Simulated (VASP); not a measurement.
# BeAl3 (I4/mmm) in VASP: a series of runs, part 2 of 2

VASP 6.6.1. The steps go on from the part before.

**3. Single point, PBE**

This run uses another cell than the first one, of 14.68 Å³/atom.

Contents of INCAR:

```
SYSTEM = BeAl3
  PREC = Accurate
  ENCUT = 520
  EDIFF = 1E-6
  ISMEAR = -1
  SIGMA = 0.05
  LREAL = .False.
  LASPH = .True.
  NELM = 60
  ALGO = Normal
  ISIF = 2
  LWAVE = .False.
  LCHARG = .True.
  GGA = PE
  LELF = .True.
  LVHAR = .True.
  NBANDS = 14
```

Contents of KPOINTS:

```
Automatic mesh
0
Gamma
  8 8 8
  0 0 0
```

Contents of POSCAR:

```
BeAl3
1.0
   -1.9421910000      1.9421910000      3.8904119300
    1.9421910000     -1.9421910000      3.8904119300
    1.9421910000      1.9421910000     -3.8904119300
Al Be
3 1
Direct
    0.5000000000      0.5000000000      0.0000000000
    0.2500000000      0.7500000000      0.5000000000
    0.7500000000      0.2500000000      0.5000000000
    0.0000000000      0.0000000000      0.0000000000
```

Potentials or basis: VASP PAW PBE potentials, release 64 (Al, Be).

Run with:

```
> cat potpaw_PBE.64/Al/POTCAR potpaw_PBE.64/Be/POTCAR > POTCAR
> mpirun -np 1 vasp_std > vasp.out
```

Wall time 58 s (1 thread of Intel Xeon 8259CL, shared host); peak memory 0.22 GiB.

It converged, with:

```
Free energy            : -14.3879 eV
Pressure               : -0.2 GPa
Band gap on the k mesh : zero (an odd number of electrons rules out a gap without spin polarisation)
```

Stress tensor (GPa, compression positive):
```
 0.47  0.00  0.00
 0.00  0.47  0.00
 0.00  0.00 -1.40
```

Levels at points of the mesh, in eV from the Fermi level:
```
           k point  band 2  band 3  band 4  band 5  band 6  band 7  band 8  band 9
(0.00, 0.00, 0.00)   -2.63   -0.67   -0.38   -0.38   -0.31   -0.31    0.36    1.24
(0.50, 0.00, 0.00)   -7.81   -3.57   -3.39    0.09    0.36    1.79    2.60    4.21
(0.50, 0.50, 0.00)   -6.28   -4.56   -4.24   -3.91   -3.11    1.57    2.26    3.48
(0.50, 0.50, 0.50)   -8.29   -2.59   -2.59   -0.64   -0.63    5.70    6.09    6.09
```

**4. Single point, PBE**

This run uses another cell than the first one, of 14.82 Å³/atom.

Contents of INCAR:

```
SYSTEM = BeAl3
  PREC = Accurate
  ENCUT = 520
  EDIFF = 1E-7
  ISMEAR = -1
  SIGMA = 0.05
  LREAL = .FALSE.
  LASPH = .TRUE.
  NELM = 100
  ALGO = Normal
  ISIF = 2
  LWAVE = .FALSE.
  LCHARG = .TRUE.
  GGA = PE
  LELF = .TRUE.
  LVHAR = .TRUE.
  NBANDS = 14
```

Contents of KPOINTS:

```
regular mesh
0
G
  8 8 8
  0 0 0
```

Contents of POSCAR:

```
BeAl3
1.0
   -1.9421910000      1.9421910000      3.9289308600
    1.9421910000     -1.9421910000      3.9289308600
    1.9421910000      1.9421910000     -3.9289308600
Al Be
3 1
Direct
    0.5000000000      0.5000000000      0.0000000000
    0.2500000000      0.7500000000      0.5000000000
    0.7500000000      0.2500000000      0.5000000000
    0.0000000000      0.0000000000      0.0000000000
```

Run with:

```
> cat potpaw_PBE.64/Al/POTCAR potpaw_PBE.64/Be/POTCAR > POTCAR
> mpirun -np 1 vasp_std > vasp.out
```

It took 67 s on 1 thread of Intel Xeon 8259CL, shared host; peak memory 0.22 GiB.

It converged, with:

```
Free energy            : -14.3804 eV
Pressure               : -1.0 GPa
Band gap on the k mesh : zero (an odd number of electrons rules out a gap without spin polarisation)
```

Stress tensor (GPa, compression positive):
```
-0.06  0.00  0.00
 0.00 -0.06  0.00
 0.00  0.00 -2.85
```

Levels at points of the mesh, in eV from the Fermi level:
```tsv
k point	band 2	band 3	band 4	band 5	band 6	band 7	band 8	band 9
(0.00, 0.00, 0.00)	-2.71	-0.81	-0.34	-0.34	-0.29	-0.29	0.42	1.30
(0.50, 0.00, 0.00)	-7.75	-3.59	-3.41	0.16	0.42	1.85	2.64	4.19
(0.50, 0.50, 0.00)	-6.22	-4.53	-4.20	-3.91	-3.10	1.51	2.18	3.34
(0.50, 0.50, 0.50)	-8.26	-2.52	-2.52	-0.57	-0.56	5.64	5.97	5.97
```

**5. Single point, PBE**

This run uses another cell than the first one, of 15.11 Å³/atom.

Contents of INCAR:

```
PREC = Accurate ; ENCUT = 520
EDIFF = 1E-6 ; ISMEAR = -1
SIGMA = 0.05 ; LREAL = False
LASPH = True ; NELM = 100
ALGO = Normal ; ISIF = 2
LWAVE = False ; LCHARG = False
GGA = PE ; NBANDS = 14
```

Contents of KPOINTS:

```
regular mesh
0
Gamma
  8 8 8
```

Contents of POSCAR:

```
BeAl3
1.0
   -1.9421910000      1.9421910000      4.0059687200
    1.9421910000     -1.9421910000      4.0059687200
    1.9421910000      1.9421910000     -4.0059687200
Al Be
3 1
Direct
    0.5000000000      0.5000000000      0.0000000000
    0.2500000000      0.7500000000      0.5000000000
    0.7500000000      0.2500000000      0.5000000000
    0.0000000000      0.0000000000      0.0000000000
```

Potentials or basis: VASP PAW PBE potentials, release 64 (Al, Be).

Run with:

```
> cat potpaw_PBE.64/Al/POTCAR potpaw_PBE.64/Be/POTCAR > POTCAR
> mpirun -np 1 vasp_std > vasp.out
```

OUTCAR:

```text
PREC = Accurate
   ENCUT = 520
   EDIFF = 1E-6
   ISMEAR = -1
   LREAL = False
   LASPH = True
   NELM = 100
   ISIF = 2
   GGA = PE

 ion  position               nearest neighbor table
   1  0.500  0.500  0.000-   4 2.75   4 2.75   4 2.75   4 2.75   3 2.79   2 2.79   3 2.79   3 2.79
                             2 2.79   2 2.79   3 2.79   2 2.79
   2  0.250  0.750  0.500-   3 2.75   3 2.75   3 2.75   3 2.75   4 2.79   1 2.79   4 2.79   1 2.79
                             4 2.79   4 2.79   1 2.79   1 2.79
   3  0.750  0.250  0.500-   2 2.75   2 2.75   2 2.75   2 2.75   4 2.79   1 2.79   4 2.79   4 2.79
                             1 2.79   1 2.79   4 2.79   1 2.79
   4  0.000  0.000  0.000-   1 2.75   1 2.75   1 2.75   1 2.75   3 2.79   2 2.79   3 2.79   2 2.79
                             3 2.79   3 2.79   2 2.79   2 2.79

  LATTYP: Found a body centered tetragonal cell.
 ALAT       =     3.8843820000
 C/A-ratio  =     2.0626028645

  Lattice vectors:

 A1 = (  -1.9421910000,   1.9421910000,   4.0059687200)
 A2 = (   1.9421910000,  -1.9421910000,   4.0059687200)
 A3 = (   1.9421910000,   1.9421910000,  -4.0059687200)

Analysis of symmetry for initial positions (statically):
[... 196 lines left out ...]
     12      13.8106      0.00000
     13      13.8106      0.00000
     14      14.0515      0.00000
[... 377 lines left out ...]
      1      -0.2789      2.00000
      2       0.2024      2.00000
      3       4.0480      2.00000
      4       4.1364      2.00000
      5       4.5747      2.00000
      6       5.1278      2.00000
      7       8.7534      0.00000
      8       8.9151      0.00000
      9      12.4560      0.00000
     10      13.2822      0.00000
     11      13.7689      0.00000
     12      13.7897      0.00000
     13      16.3781      0.00000
     14      16.4252      0.00000

 [... further k-points ...]

------------------------ aborting loop because EDIFF is reached ----------------------------------------

  FORCE on cell =-STRESS in cart. coord.  units (eV):
  Direction    XX          YY          ZZ          XY          YZ          ZX
  --------------------------------------------------------------------------------------
  -------------------------------------------------------------------------------------
  Total       -0.3685753     -0.3685753     -2.1813260      0.0000000      0.0000000      0.0000000
  in kB       -9.7697943     -9.7697943    -57.8202190      0.0000000      0.0000000      0.0000000
  external PRESSURE =     -25.7866025 kB  Pullay stress =       0.0000000 kB

 VOLUME and BASIS-vectors are now :
 -----------------------------------------------------------------------------
  energy-cutoff  :      520.00
  volume of cell :       60.44
      direct lattice vectors                 reciprocal lattice vectors
    -1.942191000  1.942191000  4.005968720     0.000000000  0.257441209  0.124813755
     1.942191000 -1.942191000  4.005968720     0.257441209  0.000000000  0.124813755
     1.942191000  1.942191000 -4.005968720     0.257441209  0.257441209  0.000000000

 POSITION                                       TOTAL-FORCE (eV/Angst)
 -----------------------------------------------------------------------------------
      0.00000      0.00000      4.00597         0.000000      0.000000      0.000000
      1.94219      0.00000      2.00298        -0.000000     -0.000000     -0.000000
      0.00000      1.94219      2.00298        -0.000000     -0.000000     -0.000000
      0.00000      0.00000      0.00000         0.000000      0.000000      0.000000
 -----------------------------------------------------------------------------------
    total drift:                               -0.000000     -0.000000     -0.000000

  FREE ENERGIE OF THE ION-ELECTRON SYSTEM (eV)
  ---------------------------------------------------
  free  energy   TOTEN  =       -14.3476394913 eV

  energy  without entropy=      -14.3345836521  energy(sigma->0) =      -14.34111157
```

stdout:

```text
POSCAR found type information on POSCAR AlBe
 POSCAR found :  2 types and       4 ions
 scaLAPACK will be used
 LDA part: xc-table for (Slater+PW92), standard interpolation
 POSCAR, INCAR and KPOINTS ok, starting setup
 FFT: planning ... GRIDC
 FFT: planning ... GRID_SOFT
 FFT: planning ... GRID
 WAVECAR not read
 entering main loop
```

Run time: 52 s. Hardware: 1 thread of Intel Xeon 8259CL, shared host; peak memory 0.22 GiB.

What came out:

```
Free energy            : -14.3476 eV
Pressure               : -2.6 GPa
Band gap on the k mesh : zero (an odd number of electrons rules out a gap without spin polarisation)
```

Levels at points of the mesh, in eV from the Fermi level:
```csv
k point,band 3,band 4,band 5,band 6,band 7,band 8
"(0.00, 0.00, 0.00)",-1.10,-0.29,-0.29,-0.27,-0.27,0.50
"(0.50, 0.00, 0.00)",-3.66,-3.47,0.26,0.52,1.92,2.71
"(0.50, 0.50, 0.00)",-4.48,-4.14,-3.92,-3.09,1.38,2.02
"(0.50, 0.50, 0.50)",-2.40,-2.40,-0.46,-0.45,5.51,5.70
```

**6. Summary**

```tsv
cell	gap on the mesh (eV)	pressure (GPa)
a = 4.731 Å, angles 131.5, 131.5, 71.0°, 4 atoms	none	0.7
a = 4.762 Å, angles 131.9, 131.9, 70.4°, 4 atoms	none	-0.2
a = 4.794 Å, angles 132.2, 132.2, 69.9°, 4 atoms	none	-1.0
a = 4.857 Å, angles 132.9, 132.9, 68.9°, 4 atoms	none	-2.6
```

Alike in all rows: task single point; level PBE; potentials or basis VASP PAW PBE potentials, release 64 (Al, Be); no spin polarisation; k mesh 8 × 8 × 8; cutoff (eV) 520; smearing fermi-dirac 0.05 eV.

Absolute energies hang on the potentials; compare differences alone.
